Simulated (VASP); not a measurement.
Here is a VASP 6.6.1 calculation.

Contents of INCAR:

```
SYSTEM = N
ALGO = Normal
EDIFF = 1E-6
ENCUT = 520
GGA = PE
ISIF = 2
ISMEAR = 0
LASPH = .True.
LCHARG = .False.
LREAL = .False.
LWAVE = .False.
NBANDS = 8
NELM = 60
PREC = Accurate
SIGMA = 0.1
```

Contents of KPOINTS:

```
k-points
0
Gamma
  20 20 20
  0 0 0
```

File POSCAR:

```
N
1.0
    2.1182033251      0.0000000000      0.0000000000
    0.0000000000      2.1182033251      0.0000000000
    0.0000000000      0.0000000000      2.1182033251
N
1
Direct
    0.5000000000      0.5000000000      0.5000000000
```

Potentials or basis: VASP PAW PBE potentials, release 64 (N).

Launch:

```console
$ cat potpaw_PBE.64/N/POTCAR > POTCAR
$ mpirun -np 1 vasp_std > vasp.out
```

Estimate the pressure.

-38.4 GPa.

Caveat: the cell differs from its parent crystal (As replaced by N, lengths x 0.758, strained).
